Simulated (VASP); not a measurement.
# Si6Ni3Ge in VASP: single point with PBEsol

Aim: the single point of Si6Ni3Ge with PBEsol.

All numbers are computed with VASP 6.6.1; they aren't measurements. Logs are shortened: lines on timing, memory, paths and dates and some standing lists are left out, and cuts for length are marked.

## Step 1: The cell of the first run

The cell holds a slab with vacuum, 10 atoms: a = 3.812 Å, b = 3.812 Å, c = 25.739 Å, α = 90.00°, β = 90.00°, γ = 90.00°.

## Step 2: Single point, PBEsol

The input, INCAR:

```
ALGO = Normal
DIPOL = 0.5 0.5 0.471
EDIFF = 1E-7
ENCUT = 520
GGA = PS
IDIPOL = 3
ISIF = 2
ISMEAR = 0
LASPH = T
LCHARG = T
LDIPOL = T
LELF = T
LREAL = F
LVACPOTAV = T
LVHAR = T
LWAVE = F
NBANDS = 45
NELM = 80
PREC = Accurate
SIGMA = 0.1
```

The input, KPOINTS:

```
k-points
0
Gamma
  8 8 1
```

The input, POSCAR:

```
Si6Ni3Ge
1.0
    3.8123023665      0.0000000000      0.0000000000
    0.0000000000      3.8123023665      0.0000000000
    0.0000000000      0.0000000000     25.7392621383
Si Ni Ge
6 3 1
Direct
    0.5000000000      0.0000000000      0.3302347967
    0.0000000000      0.5000000000      0.3302347967
    0.0000000000      0.5000000000      0.4349660373
    0.5000000000      0.0000000000      0.4349660373
    0.5000000000      0.0000000000      0.5384211059
    0.0000000000      0.5000000000      0.5410702483
    0.5000000000      0.5000000000      0.3826004170
    0.0000000000      0.0000000000      0.4858763245
    0.5000000000      0.5000000000      0.5884683587
    0.5000000000      0.0000000000      0.6384324775
```

Potentials or basis: VASP PAW PBE potentials, release 64 (Si, Ni, Ge_d).

Started as:

```sh
> cat potpaw_PBE.64/Si/POTCAR potpaw_PBE.64/Ni/POTCAR potpaw_PBE.64/Ge_d/POTCAR > POTCAR
> mpirun -np 1 vasp_std > vasp.out
```

OUTCAR:

```text
EDIFF = 1E-7
   ENCUT = 520
   GGA = PS
   ISIF = 2
   ISMEAR = 0
   LASPH = T
   LREAL = F
   NELM = 80
   PREC = Accurate

 ion  position               nearest neighbor table
   1  0.500  0.000  0.330-   7 2.33   7 2.33   2 2.70   2 2.70   2 2.70   2 2.70   4 2.70
   2  0.000  0.500  0.330-   7 2.33   7 2.33   1 2.70   1 2.70   1 2.70   1 2.70   3 2.70
   3  0.000  0.500  0.435-   8 2.31   8 2.31   7 2.33   7 2.33   4 2.70   4 2.70   4 2.70   4 2.70
                             2 2.70   6 2.73
   4  0.500  0.000  0.435-   8 2.31   8 2.31   7 2.33   7 2.33   5 2.66   3 2.70   3 2.70   3 2.70
                             3 2.70   1 2.70
   5  0.500  0.000  0.538-   9 2.30   9 2.30   8 2.34   8 2.34  10 2.57   4 2.66   6 2.70   6 2.70
                             6 2.70   6 2.70
   6  0.000  0.500  0.541-   9 2.26   9 2.26   8 2.38   8 2.38   5 2.70   5 2.70   5 2.70   5 2.70
                             3 2.73
   7  0.500  0.500  0.383-   1 2.33   2 2.33   3 2.33   4 2.33   1 2.33   4 2.33   2 2.33   3 2.33

   8  0.000  0.000  0.486-   3 2.31   4 2.31   3 2.31   4 2.31   5 2.34   5 2.34   6 2.38   6 2.38

   9  0.500  0.500  0.588-   6 2.26   6 2.26  10 2.30  10 2.30   5 2.30   5 2.30
  10  0.500  0.000  0.638-   9 2.30   9 2.30   5 2.57

  LATTYP: Found a simple tetragonal cell.
 ALAT       =     3.8123023665
 C/A-ratio  =     6.7516318654

  Lattice vectors:

 A1 = (   3.8123023665,   0.0000000000,   0.0000000000)
 A2 = (   0.0000000000,   3.8123023665,   0.0000000000)
 A3 = (   0.0000000000,   0.0000000000,  25.7392621383)

Analysis of symmetry for initial positions (statically):
=====================================================================
 Subroutine PRICEL returns:
 Original cell was already a primitive cell.

 Routine SETGRP: Setting up the symmetry group for a
 simple tetragonal supercell.

 Subroutine GETGRP returns: Found  4 space group operations
 (whereof  4 operations were pure point group operations)
 out of a pool of 16 trial point group operations.

The static configuration has the point symmetry C_2v.

Analysis of symmetry for dynamics (positions and initial velocities):
=====================================================================
 Subroutine PRICEL returns:
 Original cell was already a primitive cell.

 Routine SETGRP: Setting up the symmetry group for a
 simple tetragonal supercell.

 Subroutine GETGRP returns: Found  4 space group operations
 (whereof  4 operations were pure point group operations)
 out of a pool of 16 trial point group operations.

The dynamic configuration has the point symmetry C_2v.

 Subroutine INISYM returns: Found  4 space group operations
 (whereof  4 operations are pure point group operations),
 and found     1 'primitive' translations

----------------------------------------------------------------------------------------

                                     Primitive cell

  volume of cell :     374.0854

  direct lattice vectors                    reciprocal lattice vectors
     3.812302366  0.000000000  0.000000000     0.262308680  0.000000000  0.000000000
     0.000000000  3.812302366  0.000000000     0.000000000  0.262308680  0.000000000
     0.000000000  0.000000000 25.739262138     0.000000000  0.000000000  0.038851153

  length of vectors
     3.812302366  3.812302366 25.739262138     0.262308680  0.262308680  0.038851153

  position of ions in fractional coordinates (direct lattice)
     0.500000000  0.000000000  0.330234797
     0.000000000  0.500000000  0.330234797
     0.000000000  0.500000000  0.434966037
     0.500000000  0.000000000  0.434966037
     0.500000000  0.000000000  0.538421106
     0.000000000  0.500000000  0.541070248
     0.500000000  0.500000000  0.382600417
     0.000000000  0.000000000  0.485876324
     0.500000000  0.500000000  0.588468359
     0.500000000  0.000000000  0.638432477

  ion indices of the primitive-cell ions
   primitive index   ion index
                 1           1
                 2           2
                 3           3
                 4           4
                 5           5
                 6           6
                 7           7
                 8           8
                 9           9
                10          10

----------------------------------------------------------------------------------------

 KPOINTS: k-points

Automatic generation of k-mesh.
 Grid dimensions read from file:
 generate k-points for:    8    8    1

 Generating k-lattice:

  Cartesian coordinates                     Fractional coordinates (reciprocal lattice)
     0.032788585  0.000000000  0.000000000     0.125000000  0.000000000  0.000000000
     0.000000000  0.032788585  0.000000000     0.000000000  0.125000000  0.000000000
     0.000000000  0.000000000  0.038851153     0.000000000  0.000000000  1.000000000

  Length of vectors
     0.032788585  0.032788585  0.038851153

  Shift w.r.t. Gamma in fractional coordinates (k-lattice)
     0.000000000  0.000000000  0.000000000

 Subroutine IBZKPT returns following result:
 ===========================================

 Found     25 irreducible k-points:

 Following reciprocal coordinates:
            Coordinates               Weight
  0.000000  0.000000  0.000000      1.000000
  0.125000  0.000000  0.000000      2.000000
  0.000000  0.125000  0.000000      2.000000
  0.250000  0.000000  0.000000      2.000000
  0.000000  0.250000  0.000000      2.000000
  0.375000  0.000000  0.000000      2.000000
[... 16 lines left out ...]
  0.500000  0.375000  0.000000      2.000000
 -0.375000  0.500000  0.000000      2.000000
   k-points           NKPTS =     25   k-points in BZ     NKDIM =     25   number of bands    NBANDS=     45
   number of dos      NEDOS =    301   number of ions     NIONS =     10
   total plane-waves  NPLWV = 150528
   dimension x,y,z NGX =    28 NGY =   28 NGZ =  192
   dimension x,y,z NGXF=    56 NGYF=   56 NGZF=  384
   ions per type =               6   3   1
   NGX,Y,Z   is equivalent  to a cutoff of  12.21, 12.21, 12.40 a.u.
   NGXF,Y,Z  is equivalent  to a cutoff of  24.42, 24.42, 24.80 a.u.
 SYSTEM =  unknown system
   PREC   = accura    normal or accurate (medium, high low for compatibility)
   ISTART =      0    job   : 0-new  1-cont  2-samecut
   ICHARG =      2    charge: 1-file 2-atom 10-const
   ISPIN  =      1    spin polarized calculation?
   LNONCOLLINEAR =      F non collinear calculations
   LSORBIT =      F    spin-orbit coupling
   LASPH  =      T    aspherical Exc in radial PAW
   ENCUT  =  520.0 eV  38.22 Ry    6.18 a.u.   7.09  7.09 47.86*2*pi/ulx,y,z
   NELM   =     80;   NELMIN=  2; NELMDL= -5     # of ELM steps
   EDIFF  = 0.1E-06   stopping-criterion for ELM
   LREAL  =      F    real-space projection
   EDIFFG = 0.1E-05   stopping-criterion for IOM
   NSW    =      0    number of steps for IOM
   IBRION =     -1    ionic relax: 0-MD 1-quasi-New 2-CG
   NFREE  =      0    steps in history (QN), initial steepest desc. (CG)
   ISIF   =      2    stress and relaxation
   ISYM   =      2    0-nonsym 1-usesym 2-fastsym
   POTIM  = 0.5000    time-step for ionic-motion
   TEBEG  =    0.0;   TEEND  =   0.0 temperature during run
   PSTRESS=    0.0 pullay stress
   NELECT =      68.0000    total number of electrons
   NUPDOWN=      -1.0000    fix difference up-down
   EMIN   =  10.00;   EMAX   =-10.00  energy-range for DOS
   EFERMI =   0.00;   METHOD = LEGACY
   ISMEAR =     0;   SIGMA  =   0.10  broadening in eV -4-tet -1-fermi 0-gaus
   EFERMI_NEDOS =   21; number of points for ismear=-14 and -15
   IALGO  =     38    algorithm
   IMIX   =      4    mixing-type and parameters
     AMIX     =   0.40;   BMIX     =  1.00
     AMIX_MAG =   1.60;   BMIX_MAG =  1.00
  volume/ion in A,a.u.               =      37.41       252.45
  Fermi-wavevector in a.u.,A,eV,Ry     =   0.927372  1.752480 11.701279  0.860020
  Thomas-Fermi vector in A             =   2.053435
   LORBIT       =      0    0 simple, 1 ext, 2 COOP (PROOUT), +10 PAW based schemes
   GGA     = PS    functional components
   LHFCALC =     F    Hartree Fock is set to
   AEXX    =    0.0000 exact exchange contribution
   IVDW    =     0    specifies the selected vdW correction
   LEPSILON=     F    determine dielectric tensor
   LRPA    =     F    only Hartree local field effects (RPA)
 non-spin polarized calculation
 Gauss-broadening in eV      SIGMA  =   0.10
  energy-cutoff  :      520.00
  volume of cell :      374.09
 maximum number of plane-waves:     10106
   NGX = 15   NGY = 15   NGZ = 95

 dipolmoment           0.000000      0.000000      0.169613 electrons x Angstroem

 number of electron      68.0000021 magnetization

 dipolmoment           0.000000      0.000000     -0.038479 electrons x Angstroem

 Free energy of the ion-electron system (eV)
  ---------------------------------------------------
  ext. energy  EPLUGINS =         0.00000000
  ---------------------------------------------------
  free energy    TOTEN  =       -58.74936153 eV

  energy without entropy =      -58.73180550  energy(sigma->0) =      -58.74058351

 E-fermi :   0.7388     XC(G=0):  -5.0137

 val. band max:        0.7362006606   @ k =   0.1250   0.0000   0.0000
 cond. band min:       0.7457667194   @ k =   0.0000   0.1250   0.0000
 fundamental gap:      0.0095660589
 Fermi energy:         0.7388482825

 k-point     1 :       0.0000    0.0000    0.0000
  band No.  band energies     occupation
      1     -23.8819      2.00000
      2     -23.8574      2.00000
      3     -23.7790      2.00000
      4     -23.7469      2.00000
      5     -23.7291      2.00000
      6     -12.6400      2.00000
[... 37 lines left out ...]
     44       4.9156      0.00000
     45       5.0270      0.00000

 k-point     2 :       0.1250    0.0000    0.0000
  band No.  band energies     occupation
      1     -23.8809      2.00000
      2     -23.8577      2.00000
      3     -23.7793      2.00000
      4     -23.7469      2.00000
      5     -23.7290      2.00000
      6     -12.4867      2.00000
[... 1048 lines left out ...]
 k-point    24 :      -0.3750    0.5000    0.0000
  band No.  band energies     occupation
      1     -23.8742      2.00000
      2     -23.8594      2.00000
      3     -23.7830      2.00000
      4     -23.7512      2.00000
      5     -23.7209      2.00000
      6      -9.2617      2.00000
[... 37 lines left out ...]
     44       6.0235      0.00000
     45       6.0835      0.00000

 [... further k-points ...]
[... 5 lines left out ...]
  --------------------------------------------------------------------------------------
  -------------------------------------------------------------------------------------
  Total       -2.8134752     -2.2563187      0.1432774      0.0000000      0.0000000      0.0000000
  in kB      -12.0498850     -9.6636291      0.6136454      0.0000000      0.0000000      0.0000000
  external PRESSURE =      -7.0332896 kB  Pullay stress =       0.0000000 kB

 VOLUME and BASIS-vectors are now :
 -----------------------------------------------------------------------------
  energy-cutoff  :      520.00
  volume of cell :      374.09
      direct lattice vectors                 reciprocal lattice vectors
     3.812302366  0.000000000  0.000000000     0.262308680  0.000000000  0.000000000
     0.000000000  3.812302366  0.000000000     0.000000000  0.262308680  0.000000000
     0.000000000  0.000000000 25.739262138     0.000000000  0.000000000  0.038851153

 POSITION                                       TOTAL-FORCE (eV/Angst)
 -----------------------------------------------------------------------------------
      1.90615      0.00000      8.50000         0.000000      0.000000     -0.286291
      0.00000      1.90615      8.50000         0.000000      0.000000     -0.287392
      0.00000      1.90615     11.19570         0.000000      0.000000     -0.236112
      1.90615      0.00000     11.19570         0.000000      0.000000     -0.299503
      1.90615      0.00000     13.85856         0.000000      0.000000     -0.012064
      0.00000      1.90615     13.92675         0.000000      0.000000     -0.012438
      1.90615      1.90615      9.84785         0.000000      0.000000      1.092002
      0.00000      0.00000     12.50610         0.000000      0.000000      0.007239
      1.90615      1.90615     15.14674         0.000000      0.000000      0.018347
      1.90615      0.00000     16.43278         0.000000      0.000000      0.016212
 -----------------------------------------------------------------------------------
    total drift:                                0.000000     -0.000000      0.002615

  FREE ENERGIE OF THE ION-ELECTRON SYSTEM (eV)
  ---------------------------------------------------
  free  energy   TOTEN  =       -58.7493615277 eV

  energy  without entropy=      -58.7318054987  energy(sigma->0) =      -58.74058351

 vacuum level on the upper side and lower side of the slab         4.928         5.407
```

It took 9.6 min on 1 thread of Intel Xeon 6975P-C (Granite Rapids), shared host; peak memory 0.63 GiB.

What came out:

```
Free energy            : -58.7494 eV
Largest force          : 1.092 eV/Å
Band gap on the k mesh : zero (bands 34 and 35 overlap by 2.10 eV)
```

Forces in eV/Å, atoms in the order of the input:
```
Si   0.000  0.000 -0.286
Si   0.000  0.000 -0.287
Si   0.000  0.000 -0.236
Si   0.000  0.000 -0.300
Si   0.000  0.000 -0.012
Si   0.000  0.000 -0.012
Ni   0.000  0.000  1.092
Ni   0.000  0.000  0.007
Ni   0.000  0.000  0.018
Ge   0.000  0.000  0.016
```

Levels at points of the mesh, in eV from the Fermi level:
```tsv
k point	band 31	band 32	band 33	band 34	band 35	band 36	band 37	band 38
(0.00, 0.00, 0.00)	-0.64	-0.20	0.06	0.15	0.27	0.32	1.77	1.79
(0.50, 0.00, 0.00)	-1.17	-1.00	-0.54	0.18	0.81	1.02	1.18	1.32
(0.00, 0.50, 0.00)	-1.35	-1.15	-1.11	0.33	0.84	1.17	1.25	1.68
(0.50, 0.50, 0.00)	-2.17	-2.06	-1.71	-1.68	-1.51	-1.46	-0.18	1.23
```

Caveat: the PAW data sets were made with another functional, which shifts forces and pressure a little. Spin polarisation is off, so any magnetic state and its effect on volume and gap are missing.
